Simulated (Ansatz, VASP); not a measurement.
**Two plane-wave programs on GeW**

The input INCAR:

```
ALGO = Normal
EDIFF = 1E-7
EDIFFG = -0.01
ENCUT = 600
GGA = RP
IBRION = 2
ISIF = 3
ISMEAR = -1
LASPH = True
LCHARG = False
LREAL = False
LWAVE = False
NELM = 80
NSW = 60
PREC = Accurate
SIGMA = 0.05
```

KPOINTS

```
k-points
0
Gamma
  9 9 9
```

POSCAR

```
GeW
1.0
    0.0000000000      2.5776100000      2.5776100000
    2.5776100000      0.0000000000      2.5776100000
    2.5776100000      2.5776100000      0.0000000000
Ge W
1 1
Direct
    0.5000000000      0.5000000000      0.5000000000
    0.0000000000      0.0000000000      0.0000000000
```

input.yaml

```yaml
crystal:
  lattice:
    - [0.0, 2.57761, 2.57761]
    - [2.57761, 0.0, 2.57761]
    - [2.57761, 2.57761, 0.0]
  atoms:
    - { symbol: Ge, position: [0.5, 0.5, 0.5] }
    - { symbol: W, position: [0.0, 0.0, 0.0] }
hamiltonian:
  xc: rpbe
  pseudopotentials: { kind: paw }
kpoints:
  mp_grid: { grid: [9, 9, 9] }
scf:
  occupations: { method: fermi_dirac, width: 0.05 }
output:
  forces: true
  stress: true
  eigenvalues: true
  write_density: true
  write_potential: true
  elf: true
  volumetric_format: npy
relax:
  f_tol: 0.01
  max_steps: 40
  cell: { stress_tol: 0.05 }
```

Alike in both runs: task relaxation of cell and atoms; functional RPBE; k mesh 9 × 9 × 9; occupations fermi-dirac, width 0.05 eV; no spin polarisation.

|  | VASP | Ansatz |
| --- | --- | --- |
| version | VASP 6.6.1 | Ansatz 0.2.0 |
| potentials or method | VASP PAW PBE potentials, release 64 (Ge_d, W_sv) | Ansatz PAW |
| plane-wave cutoff (eV) | 600 | 420 |
| valence electrons in the cell | 28 | 28 |

Ansatz gave:

* gap on the k mesh at the Fermi level, each at its own relaxed structure (eV): none
* relaxed volume (Å³/atom): 17.43
* relaxed cell length with the largest relative difference (Å): 3.667

**Question.** Estimate VASP's values.

**Answer.** gap on the k mesh at the Fermi level, each at its own relaxed structure (eV): none; relaxed volume (Å³/atom): 17.47; relaxed cell length with the largest relative difference (Å): 3.669.

VASP's potentials were made for PBE, not for RPBE. A gap of «none» marks a metal or a gap that the smearing closes.

Neither program's run includes spin-orbit coupling. Noted on Ansatz's run: the plane-wave basis is chosen anew once the cell has moved, so the energies of steps on either side of that aren't comparable.
